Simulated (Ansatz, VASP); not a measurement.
**MgO in VASP and in Ansatz**

```
Mg O
1.0
     2.55619    0.00000    0.00000
     0.00000    2.62335    0.00000
     0.00000    0.00000    2.62335
Mg O
1 1
Direct
  0.00000 0.00000 0.00000
  0.50000 0.50000 0.50000
```

Change from the starting cell: uniaxial_x strain -2.6%.

Alike in both runs: task single point; functional HSE06; k mesh 6 × 6 × 6; no spin polarisation.

```csv
,VASP,Ansatz
version,VASP 6.6.1,Ansatz 0.2.0
potentials or method,"VASP PAW PBE potentials, release 64 (Mg, O)","plane waves, PAW"
plane-wave cutoff (eV),520,420
occupations,"gaussian, width 0.01 eV",fixed
valence electrons in the cell,8,16
```

|  | VASP | Ansatz | Ansatz less VASP |
| --- | --- | --- | --- |
| gap on the k mesh at the Fermi level (eV) | 4.21 | 4.27 | +0.060 |
| pressure (GPa) | 3.2 | 3.6 | +0.39 |
| traceless stress, the component that is largest in VASP (GPa) | 12.57 | 12.54 | -0.036 |

VASP's potentials hold 8 valence electrons a cell and Ansatz's 16, so a difference there can come from the potentials and not from the codes. Ansatz's warnings: stress exchange threshold loose, stress scf threshold loose.
